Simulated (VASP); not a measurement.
Write the native input for VASP 6.6.1 that does the following.

```yaml
Task: single point
Functional: PBE
Potentials_or_basis: VASP PAW PBE potentials, release 64 (Nb_sv, Te)
Cutoff: 520 eV
k_mesh: 8 × 8 × 8
Occupations: gaussian, width 0.021 eV
Spin: no spin polarisation
Dipole_correction: no
Further_INCAR_settings: ALGO = Normal; EDIFF = 1e-06; NBANDS = 16
```

The structure of NbTe lies in POSCAR:

```
NbTe
1.0
    3.4257000000      0.0000000000      0.0000000000
    0.0000000000      3.4257000000      0.0000000000
    0.0000000000      0.0000000000      3.4257000000
Nb Te
1 1
Direct
    0.5000000000      0.5000000000      0.5000000000
    0.0000000000      0.0000000000      0.0000000000
```

These files were run (other wordings do the same):

INCAR

```
SYSTEM = NbTe
PREC = Accurate ; ENCUT = 520
EDIFF = 1E-6 ; ISMEAR = 0
SIGMA = 0.020999999999999998 ; LREAL = .False.
LASPH = .True. ; NELM = 60
ALGO = Normal ; ISIF = 2
LWAVE = .False. ; LCHARG = .False.
GGA = PE ; NBANDS = 16
```

KPOINTS

```
Automatic mesh
0
Gamma
  8 8 8
  0 0 0
```

Potentials or basis: VASP PAW PBE potentials, release 64 (Nb_sv, Te).

Launch:

```console
$ cat potpaw_PBE.64/Nb_sv/POTCAR potpaw_PBE.64/Te/POTCAR > POTCAR
$ mpirun -np 1 vasp_std > vasp.out
```

It gave:

```
Pressure : -0.3 GPa
```

Run time: 38 s on 1 thread of Intel Xeon 8259CL (shared host), peak memory 0.17 GiB.
